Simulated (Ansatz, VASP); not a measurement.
**One calculation of Si2Mo, two programs**

```
CELL_PARAMETERS angstrom
-1.65531 1.57669 3.93050
1.57669 -1.65531 3.93050
1.62330 1.62330 -3.96250
ATOMIC_POSITIONS crystal
Si 0.33300 0.33300 0.00000
Si 0.66700 0.66700 0.00000
Mo 0.00000 0.00000 0.00000
```

Change from the starting cell: equal xy, yz and zx shear strains of -2 %, PAW files.

Alike in both runs: task electric field gradients; functional PBE; k mesh 12 × 12 × 16; occupations fermi-dirac, width 0.03 eV; no spin polarisation.

|  | VASP | Ansatz |
| --- | --- | --- |
| version | VASP 6.6.1 | Ansatz 0.2.0 |
| potentials or method | VASP PAW PBE potentials, release 64 (Si, Mo_sv) | PAW with Ansatz's default frozen-core files, scalar-relativistic |
| plane-wave cutoff (eV) | 520 | 420 |
| valence electrons in the cell | 22 | 22 |

Ansatz gave:

- pressure (GPa): 2.5
- traceless stress, the component that is largest in VASP (GPa): 4.22
- rms of the force components (eV/Å): 0.133
- size of Vzz on the site where it differs most (V/Å²): 62.4

Question: What did VASP give for the same quantities?

Answer: Pressure (GPa): 2.7; traceless stress, the component that is largest in VASP (GPa): 4.22; rms of the force components (eV/Å): 0.131; size of Vzz on the site where it differs most (V/Å²): 61.7.

Atom by atom the forces differ by 0.002 eV/Å (rms over components).
